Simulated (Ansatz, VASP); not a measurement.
# Two plane-wave programs on Cu

Contents of INCAR:

```
PREC     = Accurate       # precision mode
ENCUT    = 520            # plane-wave cutoff, eV
EDIFF    = 1E-6           # SCF threshold, eV
ISMEAR   = 0              # smearing method
SIGMA    = 0.15           # smearing width, eV
LREAL    = F              # projectors in reciprocal space
LASPH    = T              # aspherical terms in the spheres
NELM     = 80             # most SCF steps
ALGO     = Normal         # electronic algorithm
ISIF     = 2              # what is computed and relaxed
LWAVE    = F              # write WAVECAR
LCHARG   = F              # write CHGCAR
GGA      = CA             # functional
NBANDS   = 12             # bands
```

File KPOINTS:

```
regular mesh
0
Gamma
  22 22 22
```

File POSCAR:

```
Cu
1.0
    0.0000000000      1.8617250000      1.8075000000
    1.8617250000      0.0000000000      1.8075000000
    1.8617250000      1.8617250000      0.0000000000
Cu
1
Direct
    0.0000000000      0.0000000000      0.0000000000
```

Input for Ansatz:

```yaml
crystal:
  lattice:
    - [0.0, 1.861725, 1.8075]
    - [1.861725, 0.0, 1.8075]
    - [1.861725, 1.861725, 0.0]
  atoms:
    - { symbol: Cu, position: [0.0, 0.0, 0.0] }
basis:
  ecutwfc: 420
kpoints:
  mp_grid: { grid: [22, 22, 22] }
hamiltonian:
  xc: lda
scf:
  occupations: { method: gaussian, width: 0.15 }
output:
  forces: true
  stress: true
  eigenvalues: true
```

Change from the starting cell: strain +0.030 along x and y, +0.000 along z, atoms carried along.

Alike in both runs: task single point; functional LDA; k mesh 22 × 22 × 22; occupations gaussian, width 0.15 eV; no spin polarisation.

|  | VASP | Ansatz |
| --- | --- | --- |
| version | VASP 6.6.1 | Ansatz 0.2.0 |
| potentials or method | VASP PAW LDA potentials, release 64 (Cu), cutoff 520 eV | scalar-relativistic, plane waves, PAW |
| valence electrons in the cell | 11 | 19 |

|  | VASP | Ansatz | Ansatz less VASP |
| --- | --- | --- | --- |
| gap on the k mesh at the Fermi level (eV) | none | none | - |
| pressure (GPa) | -17.9 | -18.6 | -0.78 |
| traceless stress, the component that is largest in VASP (GPa) | 0.85 | 0.86 | +0.010 |

LDA's correlation is that of Perdew and Zunger in VASP and of Perdew and Wang (1992) in Ansatz. A gap of «none» marks a metal or a gap that the smearing closes. VASP's potentials hold 11 valence electrons a cell and Ansatz's 19, so a difference there can come from the potentials and not from the codes.
